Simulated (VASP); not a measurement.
# ZrB (Cmmm) in VASP: settings compared, part 2 of 2

VASP 6.6.1. Earlier steps stand in the parts before.

## Step 3: Single point, PBE-based screened hybrid with 25 % exact exchange

POSCAR reads:

```
ZrB
1.0
    1.9614334600     -1.9857162700      0.0000000000
    1.9614334600      1.9857162700      0.0000000000
    0.0000000000      0.0000000000      4.0139456300
Zr B
1 1
Direct
    0.0000000000      0.0000000000      0.5000000000
    0.5000000000      0.5000000000      0.5000000000
```

INCAR.step1 reads:

```
ALGO     = Normal         # electronic algorithm
EDIFF    = 1E-5           # SCF threshold, eV
ENCUT    = 420            # plane-wave cutoff, eV
GGA      = PE             # functional
GGA_COMPAT= F            
ISIF     = 2              # what is computed and relaxed
ISMEAR   = -1             # smearing method
LASPH    = T              # aspherical terms in the spheres
LREAL    = F              # projectors in reciprocal space
LWAVE    = T              # write WAVECAR
NBANDS   = 14             # bands
NELM     = 120            # most SCF steps
PREC     = Accurate       # precision mode
SIGMA    = 0.05           # smearing width, eV
```

INCAR.step2 reads:

```
AEXX     = 0.25           # exact-exchange fraction
ALGO     = Normal         # electronic algorithm
EDIFF    = 1E-6           # SCF threshold, eV
ENCUT    = 420            # plane-wave cutoff, eV
GGA      = PE             # functional
GGA_COMPAT= F            
HFSCREEN = 0.3            # screening, 1/A
ISIF     = 2              # what is computed and relaxed
ISMEAR   = -1             # smearing method
ISTART   = 1            
LASPH    = T              # aspherical terms in the spheres
LCHARG   = T              # write CHGCAR
LELF     = T              # ELF
LHFCALC  = T              # exact exchange
LREAL    = F              # projectors in reciprocal space
LVHAR    = T            
LWAVE    = F              # write WAVECAR
NBANDS   = 14             # bands
NELM     = 120            # most SCF steps
PREC     = Accurate       # precision mode
PRECFOCK = Normal       
SIGMA    = 0.05           # smearing width, eV
```

KPOINTS reads:

```
k-points
0
Gamma
  5 5 4
```

Potentials or basis: VASP PAW PBE potentials, release 64 (Zr_sv, B).

Launch:

```sh
$ cat potpaw_PBE.64/Zr_sv/POTCAR potpaw_PBE.64/B/POTCAR > POTCAR
$ cp INCAR.step1 INCAR
$ mpirun -np 1 vasp_std > vasp.out
$ cp INCAR.step2 INCAR
$ mpirun -np 1 vasp_std > vasp.out
```

OUTCAR:

```text
AEXX = 0.25
   EDIFF = 1E-6
   ENCUT = 420
   GGA = PE
   HFSCREEN = 0.3
   ISIF = 2
   ISMEAR = -1
   ISTART = 1
   LASPH = T
   LHFCALC = T
   LREAL = F
   NELM = 120
   PREC = Accurate
   PRECFOCK = Normal

 ion  position               nearest neighbor table
   1  0.000  0.000  0.500-   2 1.96   2 1.96   2 1.99   2 1.99
   2  0.500  0.500  0.500-   1 1.96   1 1.96   1 1.99   1 1.99

  LATTYP: Found a base centered orthorhombic cell.
 ALAT       =     3.9228669200
 B/A-ratio  =     1.0123801345
 C/A-ratio  =     1.0232173846

  Lattice vectors:

 A1 = (   1.9614334600,  -1.9857162700,   0.0000000000)
 A2 = (   1.9614334600,   1.9857162700,   0.0000000000)
 A3 = (   0.0000000000,   0.0000000000,   4.0139456300)

Analysis of symmetry for initial positions (statically):
=====================================================================
 Subroutine PRICEL returns:
 Original cell was already a primitive cell.

 Routine SETGRP: Setting up the symmetry group for a
 base centered orthorhombic supercell.

 Subroutine GETGRP returns: Found  8 space group operations
 (whereof  8 operations were pure point group operations)
 out of a pool of  8 trial point group operations.

The static configuration has the point symmetry D_2h.

Analysis of symmetry for dynamics (positions and initial velocities):
=====================================================================
 Subroutine PRICEL returns:
 Original cell was already a primitive cell.

 Routine SETGRP: Setting up the symmetry group for a
 base centered orthorhombic supercell.

 Subroutine GETGRP returns: Found  8 space group operations
 (whereof  8 operations were pure point group operations)
 out of a pool of  8 trial point group operations.

The dynamic configuration has the point symmetry D_2h.

 Subroutine INISYM returns: Found  8 space group operations
 (whereof  8 operations are pure point group operations),
 and found     1 'primitive' translations

----------------------------------------------------------------------------------------

                                     Primitive cell

  volume of cell :      31.2674

  direct lattice vectors                    reciprocal lattice vectors
     1.961433460 -1.985716270  0.000000000     0.254915606 -0.251798310  0.000000000
     1.961433460  1.985716270  0.000000000     0.254915606  0.251798310  0.000000000
     0.000000000  0.000000000  4.013945630     0.000000000  0.000000000  0.249131426

  length of vectors
     2.791109156  2.791109156  4.013945630     0.358307626  0.358307626  0.249131426

  position of ions in fractional coordinates (direct lattice)
     0.000000000  0.000000000  0.500000000
     0.500000000  0.500000000  0.500000000

  ion indices of the primitive-cell ions
   primitive index   ion index
                 1           1
                 2           2

----------------------------------------------------------------------------------------

 KPOINTS: k-points

Automatic generation of k-mesh.
 Grid dimensions read from file:
 generate k-points for:    5    5    4

 Generating k-lattice:

[... 49 lines left out ...]
   NGX,Y,Z   is equivalent  to a cutoff of  11.91, 11.91, 11.60 a.u.
   NGXF,Y,Z  is equivalent  to a cutoff of  23.83, 23.83, 23.19 a.u.
 SYSTEM =  unknown system
   PREC   = accura    normal or accurate (medium, high low for compatibility)
   ISTART =      1    job   : 0-new  1-cont  2-samecut
   ICHARG =      0    charge: 1-file 2-atom 10-const
   ISPIN  =      1    spin polarized calculation?
   LNONCOLLINEAR =      F non collinear calculations
   LSORBIT =      F    spin-orbit coupling
   LASPH  =      T    aspherical Exc in radial PAW
   ENCUT  =  420.0 eV  30.87 Ry    5.56 a.u.   4.66  4.66  6.71*2*pi/ulx,y,z
   NELM   =    120;   NELMIN=  2; NELMDL=  0     # of ELM steps
   EDIFF  = 0.1E-05   stopping-criterion for ELM
   LREAL  =      F    real-space projection
   EDIFFG = 0.1E-04   stopping-criterion for IOM
   NSW    =      0    number of steps for IOM
   IBRION =     -1    ionic relax: 0-MD 1-quasi-New 2-CG
   NFREE  =      0    steps in history (QN), initial steepest desc. (CG)
   ISIF   =      2    stress and relaxation
   ISYM   =      3    0-nonsym 1-usesym 2-fastsym
   POTIM  = 0.5000    time-step for ionic-motion
   TEBEG  =    0.0;   TEEND  =   0.0 temperature during run
   PSTRESS=    0.0 pullay stress
   NELECT =      15.0000    total number of electrons
   NUPDOWN=      -1.0000    fix difference up-down
   EMIN   =  10.00;   EMAX   =-10.00  energy-range for DOS
   EFERMI =   0.00;   METHOD = LEGACY
   ISMEAR =    -1;   SIGMA  =   0.05  broadening in eV -4-tet -1-fermi 0-gaus
   EFERMI_NEDOS =   21; number of points for ismear=-14 and -15
   IALGO  =     38    algorithm
   IMIX   =      1    mixing-type and parameters
     AMIX     =   0.40;   BMIX     =  1.00
     AMIX_MAG =   1.60;   BMIX_MAG =  1.00
  volume/ion in A,a.u.               =      15.63       105.50
  Fermi-wavevector in a.u.,A,eV,Ry     =   1.281567  2.421810 22.346383  1.642413
  Thomas-Fermi vector in A             =   2.413929
   LORBIT       =      0    0 simple, 1 ext, 2 COOP (PROOUT), +10 PAW based schemes
   GGA     = PE    functional components
   LHFCALC =     T    Hartree Fock is set to
   PRECFOCK=normal    Normal, Fast or Accurate (Low or Medium for compatibility)
   ENCUT4O =  -1.0   cutoff for four orbital integrals eV
   NKREDX  =     1    reduce k-point grid by
   NKREDY  =     1    reduce k-point grid by
   NKREDZ  =     1    reduce k-point grid by
   AEXX    =    0.2500 exact exchange contribution
   HFSCREEN=    0.3000 screening length (either q_TF or 0.3 A-1)
   HFSCREENC=   0.3000 screening length for correlation (either q_TF or 0.3 A-1)
   ENCUTFOCK=  -1.0 apply spherical cutoff to Coloumb kernel
   IVDW    =     0    specifies the selected vdW correction
   LEPSILON=     F    determine dielectric tensor
   LRPA    =     F    only Hartree local field effects (RPA)
 non-spin polarized calculation
  energy-cutoff  :      420.00
  volume of cell :       31.27
 maximum number of plane-waves:       625
  NGX = 14; NGY = 14; NGZ = 24

 number of electron      15.0000002 magnetization

 Free energy of the ion-electron system (eV)
  ---------------------------------------------------
  ext. energy  EPLUGINS =         0.00000000
  ---------------------------------------------------
  free energy    TOTEN  =       -11.29811524 eV

  energy without entropy =      -11.29064801  energy(sigma->0) =      -11.29438163

 E-fermi :   7.3073     XC(G=0):  -8.7523

 val. band max:        7.3064775387   @ k =  -0.4000   0.4000   0.5000
 cond. band min:       7.6121379037   @ k =   0.4000   0.2000   0.2500
 fundamental gap:      0.3056603651
 Fermi energy:         7.3072517284

 k-point     1 :       0.0000    0.0000    0.0000
  band No.  band energies     occupation
      1     -43.8933      2.00000
      2     -20.7792      2.00000
      3     -20.0776      2.00000
      4     -19.9721      2.00000
      5      -2.2863      2.00000
      6       4.4892      2.00000
      7       5.0640      2.00000
      8       7.1184      1.95522
      9      11.9262      0.00000
     10      12.2853      0.00000
     11      12.4972      0.00000
     12      12.6060      0.00000
     13      12.7142      0.00000
     14      20.1531      0.00000
[... 377 lines left out ...]
      1     -43.5376      2.00000
      2     -21.9665      2.00000
      3     -20.5415      2.00000
      4     -20.4766      2.00000
      5       0.7119      2.00000
      6       3.2573      2.00000
      7       4.1205      2.00000
      8       8.0717      0.00000
      9       9.1064      0.00000
     10      12.1713      0.00000
     11      13.8196      0.00000
     12      14.7763      0.00000
     13      16.5568      0.00000
     14      19.3376      0.00000

 [... further k-points ...]

------------------------ aborting loop because EDIFF is reached ----------------------------------------

  FORCE on cell =-STRESS in cart. coord.  units (eV):
  Direction    XX          YY          ZZ          XY          YZ          ZX
  --------------------------------------------------------------------------------------
  -------------------------------------------------------------------------------------
  Total       20.9547963     19.9851345     -0.1808600      0.0000000      0.0000000      0.0000000
  in kB     1073.7465255   1024.0599973     -9.2674632      0.0000000      0.0000000      0.0000000
  external PRESSURE =     696.1796865 kB  Pullay stress =       0.0000000 kB

 VOLUME and BASIS-vectors are now :
 -----------------------------------------------------------------------------
  energy-cutoff  :      420.00
  volume of cell :       31.27
      direct lattice vectors                 reciprocal lattice vectors
     1.961433460 -1.985716270  0.000000000     0.254915606 -0.251798310  0.000000000
     1.961433460  1.985716270  0.000000000     0.254915606  0.251798310  0.000000000
     0.000000000  0.000000000  4.013945630     0.000000000  0.000000000  0.249131426

 POSITION                                       TOTAL-FORCE (eV/Angst)
 -----------------------------------------------------------------------------------
      0.00000      0.00000      2.00697         0.000000      0.000000      0.000000
      1.96143      0.00000      2.00697         0.000000     -0.000000      0.000000
 -----------------------------------------------------------------------------------
    total drift:                               -0.000000     -0.000000     -0.000000

  FREE ENERGIE OF THE ION-ELECTRON SYSTEM (eV)
  ---------------------------------------------------
  free  energy   TOTEN  =       -11.2981152416 eV

  energy  without entropy=      -11.2906480125  energy(sigma->0) =      -11.29438163
```

Wall time 8.7 min (1 thread of Intel Xeon Platinum 8375C at 2.90GHz (Ice Lake), shared host); peak memory 0.24 GiB.

Results:

| Item | Value |
| --- | --- |
| Free energy | -11.2981 eV |
| Pressure | 69.6 GPa |
| Band gap on the k mesh | zero (an odd number of electrons rules out a gap without spin polarisation) |

Caveat: the k points lie up to 0.45 Å⁻¹ apart, too coarse for converged energies and pressures of a metal; the PAW data sets were made with another functional, which shifts forces and pressure a little.

## Step 4: Single point, r2SCANh

POSCAR is that of step 3.

INCAR.step1 reads:

```
ALGO = Normal ; EDIFF = 1E-5
ENCUT = 460 ; GGA = PE
GGA_COMPAT = F ; ISIF = 2
ISMEAR = -1 ; LASPH = T
LCHARG = F ; LREAL = F
LWAVE = T ; NBANDS = 14
NELM = 120 ; PREC = Accurate
SIGMA = 0.05
```

INCAR.step2 reads:

```
AEXX = 0.1 ; ALGO = Normal
EDIFF = 1E-6 ; ENCUT = 460
GGA_COMPAT = F ; ISIF = 2
ISMEAR = -1 ; ISTART = 1
LASPH = T ; LCHARG = F
LHFCALC = T ; LMIXTAU = T
LREAL = F ; LWAVE = F
METAGGA = R2SCAN ; NBANDS = 14
NELM = 120 ; PREC = Accurate
PRECFOCK = Normal ; SIGMA = 0.05
```

KPOINTS is that of step 3.

Launch:

```sh
$ cat potpaw_PBE.64/Zr_sv/POTCAR potpaw_PBE.64/B/POTCAR > POTCAR
$ cp INCAR.step1 INCAR
$ mpirun -np 1 vasp_std > vasp.out
$ cp INCAR.step2 INCAR
$ mpirun -np 1 vasp_std > vasp.out
```

Run time: 9.6 min. Hardware: 1 thread of Intel Xeon Platinum 8375C at 2.90GHz (Ice Lake), shared host; peak memory 0.15 GiB.

The run converged. Its results:

| Quantity | Value |
| --- | --- |
| Free energy | -24.5734 eV |
| Pressure | 69.7 GPa |
| Band gap on the k mesh | zero (an odd number of electrons rules out a gap without spin polarisation) |

Stress tensor (GPa, compression positive):
```
107.11   0.00   0.00
  0.00 103.05   0.00
  0.00   0.00  -0.95
```

Levels at points of the mesh, in eV from the Fermi level:
| k point | band 4 | band 5 | band 6 | band 7 | band 8 | band 9 | band 10 | band 11 | band 12 | band 13 |
| --- | --- | --- | --- | --- | --- | --- | --- | --- | --- | --- |
| (0.00, 0.00, 0.00) | -27.16 | -9.62 | -2.90 | -2.40 | -0.33 | 4.78 | 5.15 | 5.23 | 5.35 | 5.53 |
| (0.00, 0.00, 0.50) | -27.16 | -9.20 | -3.52 | -2.84 | 3.06 | 4.81 | 4.87 | 4.93 | 5.23 | 5.55 |

Caveat: the k points lie up to 0.45 Å⁻¹ apart, too coarse for converged energies and pressures of a metal; the PAW data sets were made with another functional, which shifts forces and pressure a little.

## Step 5: The runs side by side

```csv
level,cutoff (eV),share of exact exchange,screening parameter,gap on the mesh (eV),pressure (GPa)
HSE06,420,0.25,0.2079 1/Å,none,69.6
PBE-based screened hybrid with 25 % exact exchange,420,0.25,0.3 1/Å,none,69.6
r2SCANh,460,0.1,-,none,69.7
```

Alike in all rows: task single point; potentials or basis VASP PAW PBE potentials, release 64 (Zr_sv, B); no spin polarisation; cell as given; k mesh 5 × 5 × 4; smearing fermi-dirac 0.05 eV.

Caveats: all runs use coarse meshes; the PAW data sets were made with another functional, which shifts forces and pressure a little.

Total energies depend on the potentials used, so only differences within one code and one set of settings carry meaning.
